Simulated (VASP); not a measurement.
# Be (Im-3m) in VASP: a series of runs, part 2 of 2

VASP 6.6.1. Earlier steps stand in the parts before.

**3. Single point, r2SCAN (volume scaled by 0.96)**

POSCAR

```
Be
1.0
   -1.2339525565      1.2339525565      1.2339525565
    1.2339525565     -1.2339525565      1.2339525565
    1.2339525565      1.2339525565     -1.2339525565
Be
1
Direct
    0.0000000000      0.0000000000      0.0000000000
```

INCAR.step1

```
SYSTEM = Be
  PREC = Accurate
  ENCUT = 520
  ISMEAR = -1
  SIGMA = 0.1
  LREAL = .False.
  LASPH = .True.
  NELM = 80
  NBANDS = 7
  GGA = PE
  ALGO = Normal
  EDIFF = 1E-4
  LWAVE = .True.
  LCHARG = .False.
```

INCAR.step2

```
SYSTEM = Be
  PREC = Accurate
  ENCUT = 520
  EDIFF = 1E-7
  ISMEAR = -1
  SIGMA = 0.1
  LREAL = .False.
  LASPH = .True.
  NELM = 80
  ALGO = Normal
  ISIF = 2
  LWAVE = .False.
  LCHARG = .False.
  METAGGA = R2SCAN
  LMIXTAU = .True.
  NBANDS = 7
  ISTART = 1
```

KPOINTS

```
regular mesh
0
Gamma
  20 20 20
  0 0 0
```

Potentials or basis: VASP PAW PBE potentials, release 64 (Be).

Command:

```
$ cat potpaw_PBE.64/Be/POTCAR > POTCAR
$ cp INCAR.step1 INCAR
$ mpirun -np 1 vasp_std > vasp.out
$ cp INCAR.step2 INCAR
$ mpirun -np 1 vasp_std > vasp.out
```

OUTCAR:

```text
SYSTEM = Be
   PREC = Accurate
   ENCUT = 520
   EDIFF = 1E-7
   ISMEAR = -1
   LREAL = .False.
   LASPH = .True.
   NELM = 80
   ISIF = 2
   METAGGA = R2SCAN
   ISTART = 1

 ion  position               nearest neighbor table
   1  0.000  0.000  0.000-

  LATTYP: Found a body centered cubic cell.
 ALAT       =     2.4679051130

  Lattice vectors:

 A1 = (  -1.2339525565,   1.2339525565,   1.2339525565)
 A2 = (   1.2339525565,  -1.2339525565,   1.2339525565)
 A3 = (   1.2339525565,   1.2339525565,  -1.2339525565)

Analysis of symmetry for initial positions (statically):
=====================================================================
 Subroutine PRICEL returns:
 Original cell was already a primitive cell.

 Routine SETGRP: Setting up the symmetry group for a
 body centered cubic supercell.

 Subroutine GETGRP returns: Found 48 space group operations
[... 9 lines left out ...]

 Routine SETGRP: Setting up the symmetry group for a
 body centered cubic supercell.

 Subroutine GETGRP returns: Found 48 space group operations
[... 11 lines left out ...]
                                     Primitive cell

  volume of cell :       7.5155

  direct lattice vectors                    reciprocal lattice vectors
    -1.233952557  1.233952557  1.233952557     0.000000000  0.405201965  0.405201965
     1.233952557 -1.233952557  1.233952557     0.405201965  0.000000000  0.405201965
     1.233952557  1.233952557 -1.233952557     0.405201965  0.405201965  0.000000000

  length of vectors
     2.137268522  2.137268522  2.137268522     0.573042114  0.573042114  0.573042114

  position of ions in fractional coordinates (direct lattice)
     0.000000000  0.000000000  0.000000000

  ion indices of the primitive-cell ions
   primitive index   ion index
                 1           1

----------------------------------------------------------------------------------------

 KPOINTS: regular mesh

Automatic generation of k-mesh.
 Grid dimensions read from file:
 generate k-points for:   20   20   20

 Generating k-lattice:

  Cartesian coordinates                     Fractional coordinates (reciprocal lattice)
     0.000000000  0.020260098  0.020260098     0.050000000  0.000000000  0.000000000
     0.020260098  0.000000000  0.020260098     0.000000000  0.050000000  0.000000000
     0.020260098  0.020260098  0.000000000     0.000000000  0.000000000  0.050000000

  Length of vectors
     0.028652106  0.028652106  0.028652106

  Shift w.r.t. Gamma in fractional coordinates (k-lattice)
     0.000000000  0.000000000  0.000000000

 Subroutine IBZKPT returns following result:
 ===========================================

 Found    256 irreducible k-points:

 Following reciprocal coordinates:
            Coordinates               Weight
  0.000000  0.000000  0.000000      1.000000
  0.050000  0.000000  0.000000     12.000000
  0.100000  0.000000  0.000000     12.000000
  0.150000  0.000000  0.000000     12.000000
  0.200000  0.000000  0.000000     12.000000
  0.250000  0.000000  0.000000     12.000000
[... 16 lines left out ...]
  0.200000  0.100000  0.000000     48.000000
  0.250000  0.100000  0.000000     48.000000
 [... further k-points ...]
   k-points           NKPTS =    256   k-points in BZ     NKDIM =    256   number of bands    NBANDS=      7
   number of dos      NEDOS =    301   number of ions     NIONS =      1
   total plane-waves  NPLWV =   4096
   dimension x,y,z NGX =    16 NGY =   16 NGZ =   16
   dimension x,y,z NGXF=    32 NGYF=   32 NGZF=   32
   ions per type =               1
   NGX,Y,Z   is equivalent  to a cutoff of  12.45, 12.45, 12.45 a.u.
   NGXF,Y,Z  is equivalent  to a cutoff of  24.89, 24.89, 24.89 a.u.
 SYSTEM =  Be
   PREC   = accura    normal or accurate (medium, high low for compatibility)
   ISTART =      1    job   : 0-new  1-cont  2-samecut
   ICHARG =      0    charge: 1-file 2-atom 10-const
   ISPIN  =      1    spin polarized calculation?
   LNONCOLLINEAR =      F non collinear calculations
   LSORBIT =      F    spin-orbit coupling
   LASPH  =      T    aspherical Exc in radial PAW
   ENCUT  =  520.0 eV  38.22 Ry    6.18 a.u.   3.97  3.97  3.97*2*pi/ulx,y,z
   NELM   =     80;   NELMIN=  2; NELMDL=  0     # of ELM steps
   EDIFF  = 0.1E-06   stopping-criterion for ELM
   LREAL  =      F    real-space projection
   EDIFFG = 0.1E-05   stopping-criterion for IOM
   NSW    =      0    number of steps for IOM
   IBRION =     -1    ionic relax: 0-MD 1-quasi-New 2-CG
   NFREE  =      0    steps in history (QN), initial steepest desc. (CG)
   ISIF   =      2    stress and relaxation
   ISYM   =      2    0-nonsym 1-usesym 2-fastsym
   POTIM  = 0.5000    time-step for ionic-motion
   TEBEG  =    0.0;   TEEND  =   0.0 temperature during run
   PSTRESS=    0.0 pullay stress
   NELECT =       2.0000    total number of electrons
   NUPDOWN=      -1.0000    fix difference up-down
   EMIN   =  10.00;   EMAX   =-10.00  energy-range for DOS
   EFERMI =   0.00;   METHOD = LEGACY
   ISMEAR =    -1;   SIGMA  =   0.10  broadening in eV -4-tet -1-fermi 0-gaus
   EFERMI_NEDOS =   21; number of points for ismear=-14 and -15
   IALGO  =     38    algorithm
   IMIX   =      4    mixing-type and parameters
     AMIX     =   0.40;   BMIX     =  1.00
     AMIX_MAG =   1.60;   BMIX_MAG =  1.00
  volume/ion in A,a.u.               =       7.52        50.72
  Fermi-wavevector in a.u.,A,eV,Ry     =   1.053011  1.989903 15.086586  1.108833
  Thomas-Fermi vector in A             =   2.188116
   LORBIT       =      0    0 simple, 1 ext, 2 COOP (PROOUT), +10 PAW based schemes
   METAGGA = R2SCAN    functional components
   LHFCALC =     F    Hartree Fock is set to
   AEXX    =    0.0000 exact exchange contribution
   IVDW    =     0    specifies the selected vdW correction
   LEPSILON=     F    determine dielectric tensor
   LRPA    =     F    only Hartree local field effects (RPA)
 non-spin polarized calculation
  energy-cutoff  :      520.00
  volume of cell :        7.52
 maximum number of plane-waves:       236
   NGX =  7   NGY =  7   NGZ =  7

 number of electron       2.0000000 magnetization

 Free energy of the ion-electron system (eV)
  ---------------------------------------------------
  ext. energy  EPLUGINS =         0.00000000
  ---------------------------------------------------
  free energy    TOTEN  =        -4.23969297 eV

  energy without entropy =       -4.23596013  energy(sigma->0) =       -4.23782655

 E-fermi :   8.4452     XC(G=0): -11.4348

 val. band max:        8.4323867936   @ k =  -0.3500  -0.4000   0.0500
 cond. band min:       8.4626004889   @ k =   0.3000   0.2500   0.1500
 fundamental gap:      0.0302136953
 Fermi energy:         8.4451650586

 k-point     1 :       0.0000    0.0000    0.0000
  band No.  band energies     occupation
      1      -4.9767      2.00000
      2      30.2764      0.00000
      3      30.2764      0.00000
      4      30.2764      0.00000
      5      41.6279      0.00000
      6      41.6279      0.00000
      7      41.6279      0.00000

 k-point     2 :       0.0500    0.0000    0.0000
  band No.  band energies     occupation
      1      -4.8804      2.00000
      2      29.7632      0.00000
      3      29.8529      0.00000
      4      30.1524      0.00000
      5      40.3571      0.00000
      6      40.4322      0.00000
      7      42.3003      0.00000

 k-point     3 :       0.1000    0.0000    0.0000
  band No.  band energies     occupation
      1      -4.5911      2.00000
      2      28.1868      0.00000
      3      28.8153      0.00000
      4      29.7894      0.00000
      5      38.2134      0.00000
      6      38.4939      0.00000
      7      42.3620      0.00000
[... 191 lines left out ...]
 k-point    23 :       0.2000    0.1000    0.0000
  band No.  band energies     occupation
      1      -2.2777      2.00000
      2      19.7630      0.00000
      3      23.3696      0.00000
      4      26.3130      0.00000
      5      35.9060      0.00000
      6      36.2133      0.00000
      7      42.8476      0.00000

 k-point    24 :       0.2500    0.1000    0.0000
  band No.  band energies     occupation
      1      -1.2288      2.00000
      2      16.8242      0.00000
      3      22.4307      0.00000
      4      25.4813      0.00000
      5      35.2525      0.00000
      6      36.4518      0.00000
      7      43.7541      0.00000

 [... further k-points ...]
[... 5 lines left out ...]
  --------------------------------------------------------------------------------------
  -------------------------------------------------------------------------------------
  Total        0.2581500      0.2581500      0.2581500     -0.0000000      0.0000000     -0.0000000
  in kB       55.0335247     55.0335247     55.0335247     -0.0000000      0.0000000     -0.0000000
  external PRESSURE =      55.0335247 kB  Pullay stress =       0.0000000 kB

 VOLUME and BASIS-vectors are now :
 -----------------------------------------------------------------------------
  energy-cutoff  :      520.00
  volume of cell :        7.52
      direct lattice vectors                 reciprocal lattice vectors
    -1.233952557  1.233952557  1.233952557     0.000000000  0.405201965  0.405201965
     1.233952557 -1.233952557  1.233952557     0.405201965  0.000000000  0.405201965
     1.233952557  1.233952557 -1.233952557     0.405201965  0.405201965  0.000000000

 POSITION                                       TOTAL-FORCE (eV/Angst)
 -----------------------------------------------------------------------------------
      0.00000      0.00000      0.00000         0.000000     -0.000000     -0.000000
 -----------------------------------------------------------------------------------
    total drift:                                0.000000     -0.000000     -0.000000

  FREE ENERGIE OF THE ION-ELECTRON SYSTEM (eV)
  ---------------------------------------------------
  free  energy   TOTEN  =        -4.2396929708 eV

  energy  without entropy=       -4.2359601333  energy(sigma->0) =       -4.23782655
```

OSZICAR.step1:

```text
N       E                     dE             d eps       ncg     rms          rms(c)
DAV:   1    -0.230811495207E+01   -0.23081E+01   -0.11252E+03  3850   0.235E+02
DAV:   2    -0.369638020454E+01   -0.13883E+01   -0.12917E+01  5019   0.266E+01
DAV:   3    -0.369845816270E+01   -0.20780E-02   -0.20764E-02  4074   0.920E-01
DAV:   4    -0.369845848844E+01   -0.32575E-06   -0.32546E-06  5481   0.113E-02
DAV:   5    -0.369845848794E+01    0.49936E-09   -0.22855E-10  3843   0.394E-05    0.819E-01
DAV:   6    -0.367385120138E+01    0.24607E-01   -0.30271E-03  3962   0.545E-01    0.505E-01
DAV:   7    -0.366454328525E+01    0.93079E-02   -0.28961E-03  3829   0.562E-01    0.194E-02
DAV:   8    -0.366452210669E+01    0.21179E-04   -0.77235E-06  3283   0.239E-02
   1 F= -.36645221E+01 E0= -.36626343E+01  d E =-.377551E-02
```

Run time: 18 s. Hardware: 1 thread of Intel Xeon 6975P-C, shared host; peak memory 0.12 GiB.

What came out:

- Free energy: -4.2397 eV
- Pressure: 5.5 GPa
- Band gap on the k mesh: zero (band 1 reaches 13.00 eV, above the bottom of band 2 at 7.03 eV)

Levels at points of the mesh, in eV from the Fermi level:
| k point | band 1 | band 2 | band 3 | band 4 | band 5 |
| --- | --- | --- | --- | --- | --- |
| (0.00, 0.00, 0.00) | -13.42 | 21.83 | 21.83 | 21.83 | 33.18 |
| (0.50, 0.00, 0.00) | -5.72 | 0.45 | 13.85 | 17.25 | 21.91 |
| (0.50, 0.50, 0.50) | 4.55 | 4.55 | 4.55 | 10.34 | 10.34 |

Caveat: the cell differs from its parent crystal (volume scaled by 0.96); the PAW data sets were made with another functional, which shifts forces and pressure a little.

**4. Single point, r2SCAN**

This run uses another cell than the first one, of 7.83 Å³/atom, 1.087 times its volume.

POSCAR

```
Be
1.0
   -1.2508581170      1.2508581170      1.2508581170
    1.2508581170     -1.2508581170      1.2508581170
    1.2508581170      1.2508581170     -1.2508581170
Be
1
Direct
    0.0000000000      0.0000000000      0.0000000000
```

INCAR.step1

```
SYSTEM = Be
PREC     = Accurate       ! precision mode
ENCUT    = 520            ! plane-wave cutoff, eV
ISMEAR   = -1             ! smearing method
SIGMA    = 0.1            ! smearing width, eV
LREAL    = .False.        ! projectors in reciprocal space
LASPH    = .True.         ! aspherical terms in the spheres
NELM     = 80             ! most SCF steps
NBANDS   = 7              ! bands
GGA      = PE             ! functional
ALGO     = Normal         ! electronic algorithm
EDIFF    = 1E-4           ! SCF threshold, eV
LWAVE    = .True.         ! write WAVECAR
LCHARG   = .False.        ! write CHGCAR
```

INCAR.step2

```
SYSTEM = Be
PREC     = Accurate       ! precision mode
ENCUT    = 520            ! plane-wave cutoff, eV
EDIFF    = 1E-6           ! SCF threshold, eV
ISMEAR   = -1             ! smearing method
SIGMA    = 0.1            ! smearing width, eV
LREAL    = .False.        ! projectors in reciprocal space
LASPH    = .True.         ! aspherical terms in the spheres
NELM     = 80             ! most SCF steps
ALGO     = Normal         ! electronic algorithm
ISIF     = 2              ! what is computed and relaxed
LWAVE    = .False.        ! write WAVECAR
LCHARG   = .False.        ! write CHGCAR
METAGGA  = R2SCAN         ! meta-GGA
LMIXTAU  = .True.       
NBANDS   = 7              ! bands
ISTART   = 1
```

KPOINTS is that of step 3.

Command:

```
$ cat potpaw_PBE.64/Be/POTCAR > POTCAR
$ cp INCAR.step1 INCAR
$ mpirun -np 1 vasp_std > vasp.out
$ cp INCAR.step2 INCAR
$ mpirun -np 1 vasp_std > vasp.out
```

Wall time 15 s (1 thread of Intel Xeon 6975P-C, shared host); peak memory 0.12 GiB.

Results (log left out):

```
Free energy            : -4.2450 eV
Pressure               : 0.0 GPa
Band gap on the k mesh : zero (band 1 reaches 12.50 eV, above the bottom of band 2 at 6.73 eV)
```

Levels at points of the mesh, in eV from the Fermi level:
```csv
k point,band 1,band 2,band 3,band 4,band 5
"(0.00, 0.00, 0.00)",-13.16,21.15,21.15,21.15,32.34
"(0.50, 0.00, 0.00)",-5.54,0.33,13.42,16.75,21.39
"(0.50, 0.50, 0.50)",4.42,4.42,4.42,10.13,10.13
```

Caveat: the PAW data sets were made with another functional, which shifts forces and pressure a little.

**5. Single point, r2SCAN (volume scaled by 1.04)**

POSCAR

```
Be
1.0
   -1.2673186640      1.2673186640      1.2673186640
    1.2673186640     -1.2673186640      1.2673186640
    1.2673186640      1.2673186640     -1.2673186640
Be
1
Direct
    0.0000000000      0.0000000000      0.0000000000
```

INCAR.step1

```
PREC     = Accurate       # precision mode
ENCUT    = 520            # plane-wave cutoff, eV
ISMEAR   = -1             # smearing method
SIGMA    = 0.1            # smearing width, eV
LREAL    = F              # projectors in reciprocal space
LASPH    = T              # aspherical terms in the spheres
NELM     = 100            # most SCF steps
NBANDS   = 7              # bands
GGA      = PE             # functional
ALGO     = Normal         # electronic algorithm
EDIFF    = 1E-4           # SCF threshold, eV
LWAVE    = T              # write WAVECAR
LCHARG   = F              # write CHGCAR
```

INCAR.step2

```
PREC     = Accurate       # precision mode
ENCUT    = 520            # plane-wave cutoff, eV
EDIFF    = 1E-6           # SCF threshold, eV
ISMEAR   = -1             # smearing method
SIGMA    = 0.1            # smearing width, eV
LREAL    = F              # projectors in reciprocal space
LASPH    = T              # aspherical terms in the spheres
NELM     = 100            # most SCF steps
ALGO     = Normal         # electronic algorithm
ISIF     = 2              # what is computed and relaxed
LWAVE    = F              # write WAVECAR
LCHARG   = F              # write CHGCAR
METAGGA  = R2SCAN         # meta-GGA
LMIXTAU  = T            
NBANDS   = 7              # bands
ISTART   = 1
```

KPOINTS

```
Automatic mesh
0
Gamma
  20 20 20
```

Command:

```
$ cat potpaw_PBE.64/Be/POTCAR > POTCAR
$ cp INCAR.step1 INCAR
$ mpirun -np 1 vasp_std > vasp.out
$ cp INCAR.step2 INCAR
$ mpirun -np 1 vasp_std > vasp.out
```

Wall time 14 s (1 thread of Intel Xeon 6975P-C, shared host); peak memory 0.12 GiB.

It converged, with:

* Free energy: -4.2404 eV
* Pressure: -4.5 GPa
* Band gap on the k mesh: zero (band 1 reaches 12.04 eV, above the bottom of band 2 at 6.44 eV)

Levels at points of the mesh, in eV from the Fermi level:
| k point | band 1 | band 2 | band 3 | band 4 | band 5 |
| --- | --- | --- | --- | --- | --- |
| (0.00, 0.00, 0.00) | -12.91 | 20.51 | 20.51 | 20.51 | 31.55 |
| (0.50, 0.00, 0.00) | -5.38 | 0.22 | 13.03 | 16.29 | 20.90 |
| (0.50, 0.50, 0.50) | 4.30 | 4.30 | 4.30 | 9.95 | 9.95 |

Caveat: the cell differs from its parent crystal (volume scaled by 1.04); the PAW data sets were made with another functional, which shifts forces and pressure a little.

**6. Summary**

| cell | gap on the mesh (eV) | pressure (GPa) |
| --- | --- | --- |
| a = 2.107 Å, angles 109.5°, 1 atom | none | 12.0 |
| a = 2.137 Å, angles 109.5°, 1 atom | none | 5.5 |
| a = 2.167 Å, angles 109.5°, 1 atom | none | 0.0 |
| a = 2.195 Å, angles 109.5°, 1 atom | none | -4.5 |

Alike in all rows: task single point; level r2SCAN; potentials or basis VASP PAW PBE potentials, release 64 (Be); no spin polarisation; k mesh 20 × 20 × 20; cutoff (eV) 520; smearing fermi-dirac 0.1 eV.

Caveats: the PAW data sets were made with another functional, which shifts forces and pressure a little.

Absolute energies hang on the potentials; compare differences alone.
